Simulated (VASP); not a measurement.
# Cl (Pm-3m) in VASP: a series of runs

The runs below take Cl through single point, with LDA.

Everything below comes from runs of VASP 6.6.1. Logs are shortened: lines on timing, memory, paths and dates and some standing lists are left out, and cuts for length are marked.

## 1. The cell of the first run

Symmetry: Pm-3m, No. 221, cubic system. Conventional cell: a = 2.631 Å, b = 2.631 Å, c = 2.631 Å, α = 90.00°, β = 90.00°, γ = 90.00°. Within 3.5 Å of Cl (site symmetry m-3m) lie 6 Cl at 2.63 Å.

## 2. Single point, LDA (18.22 Å³/atom)

INCAR reads:

```
PREC = Accurate
ENCUT = 500
EDIFF = 1E-6
ISMEAR = -1
SIGMA = 0.08
LREAL = F
LASPH = T
NELM = 120
ALGO = Normal
ISIF = 2
LWAVE = F
LCHARG = F
GGA = CA
NBANDS = 10
GGA_COMPAT = F
```

KPOINTS reads:

```
Automatic mesh
0
Gamma
  15 15 15
```

POSCAR reads:

```
Cl
1.0
    2.6313454400      0.0000000000      0.0000000000
    0.0000000000      2.6313454400      0.0000000000
    0.0000000000      0.0000000000      2.6313454400
Cl
1
Direct
    0.0000000000      0.0000000000      0.0000000000
```

Potentials or basis: VASP PAW LDA potentials, release 64 (Cl).

Run with:

```bash
> cat potpaw_LDA.64/Cl/POTCAR > POTCAR
> mpirun -np 1 vasp_std > vasp.out
```

OUTCAR:

```text
PREC = Accurate
   ENCUT = 500
   EDIFF = 1E-6
   ISMEAR = -1
   LREAL = F
   LASPH = T
   NELM = 120
   ISIF = 2
   GGA = CA

 ion  position               nearest neighbor table
   1  0.000  0.000  0.000-

  LATTYP: Found a simple cubic cell.
 ALAT       =     2.6313454400

  Lattice vectors:

 A1 = (   2.6313454400,   0.0000000000,   0.0000000000)
 A2 = (   0.0000000000,   2.6313454400,   0.0000000000)
 A3 = (   0.0000000000,   0.0000000000,   2.6313454400)

Analysis of symmetry for initial positions (statically):
=====================================================================
 Subroutine PRICEL returns:
 Original cell was already a primitive cell.

 Routine SETGRP: Setting up the symmetry group for a
 simple cubic supercell.

 Subroutine GETGRP returns: Found 48 space group operations
 (whereof 48 operations were pure point group operations)
 out of a pool of 48 trial point group operations.

The static configuration has the point symmetry O_h .

Analysis of symmetry for dynamics (positions and initial velocities):
=====================================================================
 Subroutine PRICEL returns:
 Original cell was already a primitive cell.

 Routine SETGRP: Setting up the symmetry group for a
 simple cubic supercell.

 Subroutine GETGRP returns: Found 48 space group operations
 (whereof 48 operations were pure point group operations)
 out of a pool of 48 trial point group operations.

The dynamic configuration has the point symmetry O_h .

 Subroutine INISYM returns: Found 48 space group operations
 (whereof 48 operations are pure point group operations),
 and found     1 'primitive' translations

----------------------------------------------------------------------------------------

                                     Primitive cell

  volume of cell :      18.2194

  direct lattice vectors                    reciprocal lattice vectors
     2.631345440  0.000000000  0.000000000     0.380033721  0.000000000  0.000000000
     0.000000000  2.631345440  0.000000000     0.000000000  0.380033721  0.000000000
     0.000000000  0.000000000  2.631345440     0.000000000  0.000000000  0.380033721

  length of vectors
     2.631345440  2.631345440  2.631345440     0.380033721  0.380033721  0.380033721

  position of ions in fractional coordinates (direct lattice)
     0.000000000  0.000000000  0.000000000

  ion indices of the primitive-cell ions
   primitive index   ion index
                 1           1

[... 79 lines left out ...]
   POTIM  = 0.5000    time-step for ionic-motion
   TEBEG  =    0.0;   TEEND  =   0.0 temperature during run
   PSTRESS=    0.0 pullay stress
   NELECT =       7.0000    total number of electrons
   NUPDOWN=      -1.0000    fix difference up-down
   EMIN   =  10.00;   EMAX   =-10.00  energy-range for DOS
   EFERMI =   0.00;   METHOD = LEGACY
   ISMEAR =    -1;   SIGMA  =   0.08  broadening in eV -4-tet -1-fermi 0-gaus
   EFERMI_NEDOS =   21; number of points for ismear=-14 and -15
   IALGO  =     38    algorithm
   IMIX   =      4    mixing-type and parameters
     AMIX     =   0.40;   BMIX     =  1.00
     AMIX_MAG =   1.60;   BMIX_MAG =  1.00
  volume/ion in A,a.u.               =      18.22       122.95
  Fermi-wavevector in a.u.,A,eV,Ry     =   1.190135  2.249029 19.271590  1.416422
  Thomas-Fermi vector in A             =   2.326227
   LORBIT       =      0    0 simple, 1 ext, 2 COOP (PROOUT), +10 PAW based schemes
   GGA     = CA    functional components
   LHFCALC =     F    Hartree Fock is set to
   AEXX    =    0.0000 exact exchange contribution
   IVDW    =     0    specifies the selected vdW correction
   LEPSILON=     F    determine dielectric tensor
   LRPA    =     F    only Hartree local field effects (RPA)
 non-spin polarized calculation
  energy-cutoff  :      500.00
  volume of cell :       18.22
 maximum number of plane-waves:       472
 NGX is ok and might be reduce to    20
   NGX =  9   NGY =  9   NGZ =  9

 number of electron       6.9999997 magnetization

 Free energy of the ion-electron system (eV)
  ---------------------------------------------------
  ext. energy  EPLUGINS =         0.00000000
  ---------------------------------------------------
  free energy    TOTEN  =        -1.70772182 eV

  energy without entropy =       -1.68922106  energy(sigma->0) =       -1.69847144

 E-fermi :   4.5414     XC(G=0): -10.5469

 val. band max:        4.4999550157   @ k =   0.2667   0.1333   0.0667
 cond. band min:       4.5737761790   @ k =   0.3333   0.0667   0.0000
 fundamental gap:      0.0738211633
 Fermi energy:         4.5413815869

 k-point     1 :       0.0000    0.0000    0.0000
  band No.  band energies     occupation
      1     -13.2688      2.00000
      2       4.3012      1.90539
      3       4.3012      1.90539
      4       4.3012      1.90539
      5      13.1062      0.00000
      6      13.6320      0.00000
      7      13.6320      0.00000
      8      26.7135      0.00000
      9      26.7135      0.00000
     10      26.7135      0.00000
[... 287 lines left out ...]
 k-point    24 :       0.3333    0.2000    0.0000
  band No.  band energies     occupation
      1     -11.4817      2.00000
      2      -0.9206      2.00000
      3       2.2073      2.00000
      4       5.2818      0.00019
      5      14.4562      0.00000
      6      16.0746      0.00000
      7      19.7171      0.00000
      8      21.2907      0.00000
      9      22.1185      0.00000
     10      24.3938      0.00000

 [... further k-points ...]

------------------------ aborting loop because EDIFF is reached ----------------------------------------

  FORCE on cell =-STRESS in cart. coord.  units (eV):
  Direction    XX          YY          ZZ          XY          YZ          ZX
  --------------------------------------------------------------------------------------
  -------------------------------------------------------------------------------------
  Total        1.0697880      1.0697880      1.0697880      0.0000000      0.0000000      0.0000000
  in kB       94.0751015     94.0751015     94.0751015      0.0000000      0.0000000      0.0000000
  external PRESSURE =      94.0751015 kB  Pullay stress =       0.0000000 kB

 VOLUME and BASIS-vectors are now :
 -----------------------------------------------------------------------------
  energy-cutoff  :      500.00
  volume of cell :       18.22
      direct lattice vectors                 reciprocal lattice vectors
     2.631345440  0.000000000  0.000000000     0.380033721  0.000000000  0.000000000
     0.000000000  2.631345440  0.000000000     0.000000000  0.380033721  0.000000000
     0.000000000  0.000000000  2.631345440     0.000000000  0.000000000  0.380033721

 POSITION                                       TOTAL-FORCE (eV/Angst)
 -----------------------------------------------------------------------------------
      0.00000      0.00000      0.00000         0.000000      0.000000      0.000000
 -----------------------------------------------------------------------------------
    total drift:                               -0.000000      0.000000      0.000000

  FREE ENERGIE OF THE ION-ELECTRON SYSTEM (eV)
  ---------------------------------------------------
  free  energy   TOTEN  =        -1.7077218249 eV

  energy  without entropy=       -1.6892210640  energy(sigma->0) =       -1.69847144
```

It took 13 s on 1 thread of Intel Xeon Platinum 8375C at 2.90GHz (Ice Lake), shared host; peak memory 0.12 GiB.

What came out:

- Free energy: -1.7077 eV
- Pressure: 9.4 GPa
- Band gap on the k mesh: zero (an odd number of electrons rules out a gap without spin polarisation)

Caveat: the cell stands under pressure; an odd number of electrons without spin polarisation forces a metal; a magnetic or distorted state may lie lower.

## 3. Single point, LDA (20.70 Å³/atom)

This run uses another cell than the first one, of 20.70 Å³/atom.

INCAR reads:

```
SYSTEM = Cl
  PREC = Accurate
  ENCUT = 500
  EDIFF = 1E-6
  ISMEAR = -1
  SIGMA = 0.08
  LREAL = .FALSE.
  LASPH = .TRUE.
  NELM = 120
  ALGO = Normal
  ISIF = 2
  LWAVE = .FALSE.
  LCHARG = .FALSE.
  GGA = CA
  NBANDS = 10
  GGA_COMPAT = .FALSE.
```

KPOINTS reads:

```
Automatic mesh
0
G
  15 15 15
  0 0 0
```

POSCAR reads:

```
Cl
1.0
    2.7458931992      0.0000000000      0.0000000000
    0.0000000000      2.7458931992      0.0000000000
    0.0000000000      0.0000000000      2.7458931992
Cl
1
Direct
    0.0000000000      0.0000000000      0.0000000000
```

Potentials or basis: VASP PAW LDA potentials, release 64 (Cl).

Run with:

```bash
> cat potpaw_LDA.64/Cl/POTCAR > POTCAR
> mpirun -np 1 vasp_std > vasp.out
```

OUTCAR:

```text
SYSTEM = Cl
   PREC = Accurate
   ENCUT = 500
   EDIFF = 1E-6
   ISMEAR = -1
   LREAL = .FALSE.
   LASPH = .TRUE.
   NELM = 120
   ISIF = 2
   GGA = CA

 ion  position               nearest neighbor table
   1  0.000  0.000  0.000-

  LATTYP: Found a simple cubic cell.
 ALAT       =     2.7458931992

  Lattice vectors:

 A1 = (   2.7458931992,   0.0000000000,   0.0000000000)
 A2 = (   0.0000000000,   2.7458931992,   0.0000000000)
 A3 = (   0.0000000000,   0.0000000000,   2.7458931992)

Analysis of symmetry for initial positions (statically):
=====================================================================
 Subroutine PRICEL returns:
 Original cell was already a primitive cell.

 Routine SETGRP: Setting up the symmetry group for a
 simple cubic supercell.

 Subroutine GETGRP returns: Found 48 space group operations
 (whereof 48 operations were pure point group operations)
 out of a pool of 48 trial point group operations.

The static configuration has the point symmetry O_h .

Analysis of symmetry for dynamics (positions and initial velocities):
[... 162 lines left out ...]

 k-point     1 :       0.0000    0.0000    0.0000
  band No.  band energies     occupation
      1     -13.8865      2.00000
      2       2.5564      1.81117
      3       2.5564      1.81117
      4       2.5564      1.81117
      5      10.8034      0.00000
      6      12.3903      0.00000
      7      12.3903      0.00000
      8      24.1624      0.00000
      9      24.1624      0.00000
     10      24.1624      0.00000
[... 287 lines left out ...]
 k-point    24 :       0.3333    0.2000    0.0000
  band No.  band energies     occupation
      1     -12.4609      2.00000
      2      -1.8042      2.00000
      3       0.8152      2.00000
      4       3.3398      0.00107
      5      12.7094      0.00000
      6      14.3475      0.00000
      7      17.3909      0.00000
      8      19.2935      0.00000
      9      19.6024      0.00000
     10      22.0810      0.00000

 [... further k-points ...]

------------------------ aborting loop because EDIFF is reached ----------------------------------------

  FORCE on cell =-STRESS in cart. coord.  units (eV):
  Direction    XX          YY          ZZ          XY          YZ          ZX
  --------------------------------------------------------------------------------------
  -------------------------------------------------------------------------------------
  Total       -0.0073456     -0.0073456     -0.0073456      0.0000000      0.0000000     -0.0000000
  in kB       -0.5684468     -0.5684468     -0.5684468      0.0000000      0.0000000     -0.0000000
  external PRESSURE =      -0.5684468 kB  Pullay stress =       0.0000000 kB

 VOLUME and BASIS-vectors are now :
 -----------------------------------------------------------------------------
  energy-cutoff  :      500.00
  volume of cell :       20.70
      direct lattice vectors                 reciprocal lattice vectors
     2.745893199  0.000000000  0.000000000     0.364180224  0.000000000  0.000000000
     0.000000000  2.745893199  0.000000000     0.000000000  0.364180224  0.000000000
     0.000000000  0.000000000  2.745893199     0.000000000  0.000000000  0.364180224

 POSITION                                       TOTAL-FORCE (eV/Angst)
 -----------------------------------------------------------------------------------
      0.00000      0.00000      0.00000         0.000000      0.000000      0.000000
 -----------------------------------------------------------------------------------
    total drift:                               -0.000000      0.000000      0.000000

  FREE ENERGIE OF THE ION-ELECTRON SYSTEM (eV)
  ---------------------------------------------------
  free  energy   TOTEN  =        -1.7732013000 eV

  energy  without entropy=       -1.7501609384  energy(sigma->0) =       -1.76168112
```

OSZICAR:

```text
N       E                     dE             d eps       ncg     rms          rms(c)
DAV:   1     0.172215933833E+02    0.17222E+02   -0.29570E+03  2456   0.520E+02
DAV:   2    -0.113482764135E+01   -0.18356E+02   -0.17682E+02  3134   0.983E+01
DAV:   3    -0.177106105810E+01   -0.63623E+00   -0.61994E+00  2902   0.155E+01
DAV:   4    -0.177341608328E+01   -0.23550E-02   -0.23547E-02  2902   0.115E+00
DAV:   5    -0.177342511376E+01   -0.90305E-05   -0.90302E-05  2926   0.684E-02    0.706E+00
DAV:   6    -0.177312989958E+01    0.29521E-03   -0.86197E-04  2730   0.164E-01    0.427E+00
DAV:   7    -0.177323213064E+01   -0.10223E-03   -0.90039E-04  2610   0.179E-01    0.628E-02
DAV:   8    -0.177320084540E+01    0.31285E-04   -0.11539E-04  2566   0.569E-02    0.870E-03
DAV:   9    -0.177320130001E+01   -0.45461E-06   -0.18451E-06  2750   0.950E-03
   1 F= -.17732013E+01 E0= -.17616811E+01  d E =-.230404E-01
```

It took 13 s on 1 thread of Intel Xeon Platinum 8375C at 2.90GHz (Ice Lake), shared host; peak memory 0.12 GiB.

Results:

- Free energy: -1.7732 eV
- Pressure: -0.1 GPa
- Band gap on the k mesh: zero (an odd number of electrons rules out a gap without spin polarisation)

Levels at points of the mesh, in eV from the Fermi level:
```csv
k point,band 1,band 2,band 3,band 4,band 5,band 6,band 7,band 8
"(0.00, 0.00, 0.00)",-16.62,-0.18,-0.18,-0.18,8.07,9.65,9.65,21.43
```

Caveat: an odd number of electrons without spin polarisation forces a metal; a magnetic or distorted state may lie lower.
